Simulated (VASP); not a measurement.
# Cs (P6_3/mmc) in VASP: notebook

The runs below take Cs through single point, with PBE.

Everything below comes from runs of VASP 6.6.1. Logs are shortened: lines on timing, memory, paths and dates and some standing lists are left out, and cuts for length are marked.

### Step 1. The cell of the first run

Symmetry: P6_3/mmc, No. 194, hexagonal system. Conventional cell: a = 4.995 Å, b = 4.995 Å, c = 8.092 Å, α = 90.00°, β = 90.00°, γ = 120.00°.

### Step 2. Single point, PBE

INCAR

```
  ALGO = Normal
  EDIFF = 1E-6
  ENCUT = 520
  GGA = PE
  ISIF = 2
  ISMEAR = -1
  LASPH = True
  LCHARG = False
  LREAL = False
  LWAVE = False
  NBANDS = 16
  NELM = 100
  PREC = Accurate
  SIGMA = 0.05
```

KPOINTS

```
k-points
0
Gamma
  8 8 5
```

POSCAR

```
Cs
1.0
    4.9947994451      0.0000000000      0.0000000000
   -2.4973997226      4.3256232063      0.0000000000
    0.0000000000      0.0000000000      8.0915751012
Cs
2
Direct
    0.3333333333      0.6666666667      0.2500000000
    0.6666666667      0.3333333333      0.7500000000
```

Potentials or basis: VASP PAW PBE potentials, release 64 (Cs_sv).

Command:

```sh
> cat potpaw_PBE.64/Cs_sv/POTCAR > POTCAR
> mpirun -np 1 vasp_std > vasp.out
```

OUTCAR:

```text
EDIFF = 1E-6
   ENCUT = 520
   GGA = PE
   ISIF = 2
   ISMEAR = -1
   LASPH = True
   LREAL = False
   NELM = 100
   PREC = Accurate

 ion  position               nearest neighbor table
   1  0.333  0.667  0.250-
   2  0.667  0.333  0.750-

  LATTYP: Found a hexagonal cell.
 ALAT       =     4.9947994451
 C/A-ratio  =     1.6200000000

  Lattice vectors:

 A1 = (   4.9947994451,   0.0000000000,   0.0000000000)
 A2 = (  -2.4973997226,   4.3256232063,   0.0000000000)
 A3 = (   0.0000000000,   0.0000000000,   8.0915751012)

Analysis of symmetry for initial positions (statically):
=====================================================================
 Subroutine PRICEL returns:
 Original cell was already a primitive cell.

 Routine SETGRP: Setting up the symmetry group for a
 hexagonal supercell.

 Subroutine GETGRP returns: Found 24 space group operations
 (whereof 12 operations were pure point group operations)
 out of a pool of 24 trial point group operations.

The static configuration has the point symmetry D_3d.
 The point group associated with its full space group is D_6h.

Analysis of symmetry for dynamics (positions and initial velocities):
=====================================================================
 Subroutine PRICEL returns:
 Original cell was already a primitive cell.

 Routine SETGRP: Setting up the symmetry group for a
 hexagonal supercell.

 Subroutine GETGRP returns: Found 24 space group operations
 (whereof 12 operations were pure point group operations)
 out of a pool of 24 trial point group operations.

The dynamic configuration has the point symmetry D_3d.
 The point group associated with its full space group is D_6h.

 Subroutine INISYM returns: Found 24 space group operations
 (whereof 12 operations are pure point group operations),
 and found     1 'primitive' translations

----------------------------------------------------------------------------------------

                                     Primitive cell

  volume of cell :     174.8235

  direct lattice vectors                    reciprocal lattice vectors
     4.994799445  0.000000000  0.000000000     0.200208239  0.115590281  0.000000000
[... 75 lines left out ...]
   NGXF,Y,Z  is equivalent  to a cutoff of  26.63, 26.63, 24.65 a.u.
 SYSTEM =  unknown system
   PREC   = accura    normal or accurate (medium, high low for compatibility)
   ISTART =      0    job   : 0-new  1-cont  2-samecut
   ICHARG =      2    charge: 1-file 2-atom 10-const
   ISPIN  =      1    spin polarized calculation?
   LNONCOLLINEAR =      F non collinear calculations
   LSORBIT =      F    spin-orbit coupling
   LASPH  =      T    aspherical Exc in radial PAW
   ENCUT  =  520.0 eV  38.22 Ry    6.18 a.u.   9.29  9.29 15.04*2*pi/ulx,y,z
   NELM   =    100;   NELMIN=  2; NELMDL= -5     # of ELM steps
   EDIFF  = 0.1E-05   stopping-criterion for ELM
   LREAL  =      F    real-space projection
   EDIFFG = 0.1E-04   stopping-criterion for IOM
   NSW    =      0    number of steps for IOM
   IBRION =     -1    ionic relax: 0-MD 1-quasi-New 2-CG
   NFREE  =      0    steps in history (QN), initial steepest desc. (CG)
   ISIF   =      2    stress and relaxation
   ISYM   =      2    0-nonsym 1-usesym 2-fastsym
   POTIM  = 0.5000    time-step for ionic-motion
   TEBEG  =    0.0;   TEEND  =   0.0 temperature during run
   PSTRESS=    0.0 pullay stress
   NELECT =      18.0000    total number of electrons
   NUPDOWN=      -1.0000    fix difference up-down
   EMIN   =  10.00;   EMAX   =-10.00  energy-range for DOS
   EFERMI =   0.00;   METHOD = LEGACY
   ISMEAR =    -1;   SIGMA  =   0.05  broadening in eV -4-tet -1-fermi 0-gaus
   EFERMI_NEDOS =   21; number of points for ismear=-14 and -15
   IALGO  =     38    algorithm
   IMIX   =      4    mixing-type and parameters
     AMIX     =   0.40;   BMIX     =  1.00
     AMIX_MAG =   1.60;   BMIX_MAG =  1.00
  volume/ion in A,a.u.               =      87.41       589.88
  Fermi-wavevector in a.u.,A,eV,Ry     =   0.767301  1.449989  8.010440  0.588751
  Thomas-Fermi vector in A             =   1.867827
   LORBIT       =      0    0 simple, 1 ext, 2 COOP (PROOUT), +10 PAW based schemes
   GGA     = PE    functional components
   LHFCALC =     F    Hartree Fock is set to
   AEXX    =    0.0000 exact exchange contribution
   IVDW    =     0    specifies the selected vdW correction
   LEPSILON=     F    determine dielectric tensor
   LRPA    =     F    only Hartree local field effects (RPA)
 non-spin polarized calculation
  energy-cutoff  :      520.00
  volume of cell :      174.82
 maximum number of plane-waves:      4740
 NGX is ok and might be reduce to    40

 number of electron      18.0000001 magnetization

 Free energy of the ion-electron system (eV)
  ---------------------------------------------------
  ext. energy  EPLUGINS =         0.00000000
  ---------------------------------------------------
  free energy    TOTEN  =        -1.56577397 eV

  energy without entropy =       -1.53656884  energy(sigma->0) =       -1.55117141

 E-fermi :   1.2395     XC(G=0):  -6.1489

 val. band max:        1.2314832291   @ k =   0.2500   0.1250   0.4000
 cond. band min:       1.2690586771   @ k =   0.3750   0.0000   0.4000
 fundamental gap:      0.0375754480
 Fermi energy:         1.2394901318

 k-point     1 :       0.0000    0.0000    0.0000
  band No.  band energies     occupation
      1     -22.4973      2.00000
      2     -22.4746      2.00000
      3      -9.5075      2.00000
      4      -9.2173      2.00000
      5      -9.2173      2.00000
      6      -9.1722      2.00000
[... 433 lines left out ...]
      3      -9.4667      2.00000
      4      -9.4445      2.00000
      5      -9.2808      2.00000
      6      -9.2560      2.00000
[... 8 lines left out ...]
     15       4.1326      0.00000
     16       4.5946      0.00000

 [... further k-points ...]
[... 5 lines left out ...]
  --------------------------------------------------------------------------------------
  -------------------------------------------------------------------------------------
  Total        1.0130493      1.0130493      0.9821324     -0.0000000      0.0000000     -0.0000000
  in kB        9.2841331      9.2841331      9.0007942     -0.0000000      0.0000000     -0.0000000
  external PRESSURE =       9.1896868 kB  Pullay stress =       0.0000000 kB

 VOLUME and BASIS-vectors are now :
 -----------------------------------------------------------------------------
  energy-cutoff  :      520.00
  volume of cell :      174.82
      direct lattice vectors                 reciprocal lattice vectors
     4.994799445  0.000000000  0.000000000     0.200208239  0.115590281  0.000000000
    -2.497399723  4.325623206  0.000000000     0.000000000  0.231180561  0.000000000
     0.000000000  0.000000000  8.091575101     0.000000000  0.000000000  0.123585333

 POSITION                                       TOTAL-FORCE (eV/Angst)
 -----------------------------------------------------------------------------------
     -0.00000      2.88375      2.02289         0.000000      0.000000      0.000000
      2.49740      1.44187      6.06868        -0.000000     -0.000000      0.000000
 -----------------------------------------------------------------------------------
    total drift:                               -0.000000      0.000000     -0.000000

  FREE ENERGIE OF THE ION-ELECTRON SYSTEM (eV)
  ---------------------------------------------------
  free  energy   TOTEN  =        -1.5657739721 eV

  energy  without entropy=       -1.5365688396  energy(sigma->0) =       -1.55117141
```

OSZICAR:

```text
N       E                     dE             d eps       ncg     rms          rms(c)
DAV:   1     0.131278766729E+03    0.13128E+03   -0.63844E+03   960   0.847E+02
DAV:   2     0.134021535890E+02   -0.11788E+03   -0.11325E+03  1472   0.156E+02
DAV:   3    -0.131210732763E+01   -0.14714E+02   -0.14675E+02  1248   0.589E+01
DAV:   4    -0.156746091400E+01   -0.25535E+00   -0.25529E+00  1240   0.916E+00
DAV:   5    -0.156915544322E+01   -0.16945E-02   -0.16945E-02  1296   0.762E-01    0.243E-01
DAV:   6    -0.156590666180E+01    0.32488E-02   -0.52826E-03  1232   0.335E-01    0.140E-01
DAV:   7    -0.156544235478E+01    0.46431E-03   -0.64647E-03  1176   0.381E-01    0.654E-02
DAV:   8    -0.156576960691E+01   -0.32725E-03   -0.36943E-04  1296   0.107E-01    0.792E-03
DAV:   9    -0.156577537948E+01   -0.57726E-05   -0.66457E-06  1336   0.128E-02    0.435E-03
DAV:  10    -0.156577408883E+01    0.12907E-05   -0.13258E-06  1016   0.468E-03    0.768E-04
DAV:  11    -0.156577397211E+01    0.11671E-06   -0.12118E-07   840   0.186E-03
   1 F= -.15657740E+01 E0= -.15511714E+01  d E =-.292051E-01
```

stdout:

```text
POSCAR found type information on POSCAR Cs
 POSCAR found :  1 types and       2 ions
 scaLAPACK will be used
 LDA part: xc-table for (Slater+PW92), standard interpolation
 POSCAR, INCAR and KPOINTS ok, starting setup
 FFT: planning ... GRIDC
 FFT: planning ... GRID_SOFT
 FFT: planning ... GRID
 WAVECAR not read
 entering main loop
```

Wall time 56 s (1 thread of Intel Xeon 6975P-C, shared host); peak memory 0.31 GiB.

Results:

- Free energy: -1.5658 eV
- Pressure: 0.9 GPa
- Band gap on the k mesh: zero (band 9 reaches 1.72 eV, above the bottom of band 10 at 0.37 eV)

Caveat: spin-orbit coupling is left out, which moves the levels of the heavy elements.

### Step 3. Single point, PBE

This run uses another cell than the first one, of 99.07 Å³/atom, 1.133 times its volume.

INCAR

```
PREC = Accurate
ENCUT = 520
EDIFF = 1E-6
ISMEAR = -1
SIGMA = 0.05
LREAL = F
LASPH = T
NELM = 100
ALGO = Normal
ISIF = 2
LWAVE = F
LCHARG = T
GGA = PE
LELF = T
LVHAR = T
NBANDS = 16
```

KPOINTS

```
regular mesh
0
Gamma
  8 8 5
```

POSCAR

```
Cs
1.0
    5.2075958901      0.0000000000      0.0000000000
   -2.6037979450      4.5099103334      0.0000000000
    0.0000000000      0.0000000000      8.4363053419
Cs
2
Direct
    0.3333333333      0.6666666667      0.2500000000
    0.6666666667      0.3333333333      0.7500000000
```

Potentials or basis: VASP PAW PBE potentials, release 64 (Cs_sv).

Command:

```sh
> cat potpaw_PBE.64/Cs_sv/POTCAR > POTCAR
> mpirun -np 1 vasp_std > vasp.out
```

Wall time 66 s (1 thread of Intel Xeon 6975P-C, shared host); peak memory 0.33 GiB.

Results (log left out):

```yaml
Free_energy: -1.6634 eV
Pressure: 0.4 GPa
Band_gap_on_the_k_mesh: zero (band 9 reaches 1.37 eV, above the bottom of band 10 at 0.00 eV)
```

Levels at points of the mesh, in eV from the Fermi level:
| k point | band 5 | band 6 | band 7 | band 8 | band 9 | band 10 | band 11 | band 12 | band 13 | band 14 |
| --- | --- | --- | --- | --- | --- | --- | --- | --- | --- | --- |
| (0.00, 0.00, 0.00) | -10.52 | -10.49 | -10.49 | -10.49 | -1.83 | -0.07 | 0.96 | 2.45 | 2.45 | 2.52 |
| (0.50, 0.00, 0.00) | -10.62 | -10.57 | -10.54 | -10.52 | -0.02 | 0.36 | 0.70 | 0.96 | 1.78 | 2.21 |

Caveat: spin-orbit coupling is left out, which moves the levels of the heavy elements.

### Step 4. Single point, PBE

INCAR

```
SYSTEM = Cs
ALGO = Normal
EDIFF = 1E-7
ENCUT = 520
GGA = PE
ISIF = 2
ISMEAR = -1
LASPH = .TRUE.
LCHARG = .FALSE.
LREAL = .FALSE.
LWAVE = .FALSE.
NBANDS = 16
NELM = 60
PREC = Accurate
SIGMA = 0.05
```

KPOINTS

```
k-points
0
G
  8 8 5
  0 0 0
```

POSCAR is that of step 3.

Potentials or basis: VASP PAW PBE potentials, release 64 (Cs_sv).

Command:

```sh
> cat potpaw_PBE.64/Cs_sv/POTCAR > POTCAR
> mpirun -np 1 vasp_std > vasp.out
```

OUTCAR:

```text
SYSTEM = Cs
   EDIFF = 1E-7
   ENCUT = 520
   GGA = PE
   ISIF = 2
   ISMEAR = -1
   LASPH = .TRUE.
   LREAL = .FALSE.
   NELM = 60
   PREC = Accurate

 ion  position               nearest neighbor table
   1  0.333  0.667  0.250-
   2  0.667  0.333  0.750-

  LATTYP: Found a hexagonal cell.
 ALAT       =     5.2075958901
 C/A-ratio  =     1.6200000000

  Lattice vectors:

 A1 = (   5.2075958901,   0.0000000000,   0.0000000000)
 A2 = (  -2.6037979450,   4.5099103334,   0.0000000000)
[... 626 lines left out ...]
      3      -9.8364      2.00000
      4      -9.8214      2.00000
      5      -9.7121      2.00000
      6      -9.6959      2.00000
[... 8 lines left out ...]
     15       3.6366      0.00000
     16       4.0289      0.00000

 [... further k-points ...]
[... 5 lines left out ...]
  --------------------------------------------------------------------------------------
  -------------------------------------------------------------------------------------
  Total        0.5595089      0.5595089      0.5118743      0.0000000      0.0000000     -0.0000000
  in kB        4.5243907      4.5243907      4.1392003      0.0000000      0.0000000     -0.0000000
  external PRESSURE =       4.3959939 kB  Pullay stress =       0.0000000 kB

 VOLUME and BASIS-vectors are now :
 -----------------------------------------------------------------------------
  energy-cutoff  :      520.00
  volume of cell :      198.13
      direct lattice vectors                 reciprocal lattice vectors
     5.207595890  0.000000000  0.000000000     0.192027189  0.110866949  0.000000000
    -2.603797945  4.509910333  0.000000000     0.000000000  0.221733898  0.000000000
     0.000000000  0.000000000  8.436305342     0.000000000  0.000000000  0.118535302

 POSITION                                       TOTAL-FORCE (eV/Angst)
 -----------------------------------------------------------------------------------
     -0.00000      3.00661      2.10908        -0.000000      0.000000      0.000000
      2.60380      1.50330      6.32723         0.000000     -0.000000      0.000000
 -----------------------------------------------------------------------------------
    total drift:                               -0.000000      0.000000     -0.000000

  FREE ENERGIE OF THE ION-ELECTRON SYSTEM (eV)
  ---------------------------------------------------
  free  energy   TOTEN  =        -1.6634071778 eV

  energy  without entropy=       -1.6369396357  energy(sigma->0) =       -1.65017341
```

OSZICAR:

```text
N       E                     dE             d eps       ncg     rms          rms(c)
DAV:   1     0.132383218165E+03    0.13238E+03   -0.61665E+03   960   0.833E+02
DAV:   2     0.138046777420E+02   -0.11858E+03   -0.11388E+03  1520   0.151E+02
DAV:   3    -0.138019060767E+01   -0.15185E+02   -0.15081E+02  1240   0.593E+01
DAV:   4    -0.166143720616E+01   -0.28125E+00   -0.28117E+00  1240   0.937E+00
DAV:   5    -0.166348729122E+01   -0.20501E-02   -0.20501E-02  1280   0.814E-01    0.199E-01
DAV:   6    -0.166251584527E+01    0.97145E-03   -0.37355E-03  1272   0.283E-01    0.125E-01
DAV:   7    -0.166308124881E+01   -0.56540E-03   -0.52307E-03  1216   0.343E-01    0.583E-02
DAV:   8    -0.166340314512E+01   -0.32190E-03   -0.36753E-04  1256   0.101E-01    0.875E-03
DAV:   9    -0.166340803384E+01   -0.48887E-05   -0.10959E-05  1344   0.159E-02    0.431E-03
DAV:  10    -0.166340712868E+01    0.90516E-06   -0.16710E-06  1240   0.479E-03    0.802E-04
DAV:  11    -0.166340697099E+01    0.15770E-06   -0.98848E-08  1088   0.162E-03    0.362E-04
DAV:  12    -0.166340718799E+01   -0.21700E-06   -0.17568E-08   856   0.625E-04    0.835E-05
DAV:  13    -0.166340717785E+01    0.10145E-07   -0.78092E-10   808   0.170E-04
   1 F= -.16634072E+01 E0= -.16501734E+01  d E =-.264675E-01
```

stdout:

```text
POSCAR found type information on POSCAR Cs
 POSCAR found :  1 types and       2 ions
 scaLAPACK will be used
 LDA part: xc-table for (Slater+PW92), standard interpolation
 POSCAR, INCAR and KPOINTS ok, starting setup
 FFT: planning ... GRIDC
 FFT: planning ... GRID_SOFT
 FFT: planning ... GRID
 WAVECAR not read
 entering main loop
```

Run time: 91 s. Hardware: 1 thread of Intel Xeon 6975P-C, shared host; peak memory 0.33 GiB.

What came out:

```
Free energy            : -1.6634 eV
Pressure               : 0.4 GPa
Band gap on the k mesh : zero (band 9 reaches 1.37 eV, above the bottom of band 10 at 0.00 eV)
```

Caveat: spin-orbit coupling is left out, which moves the levels of the heavy elements.
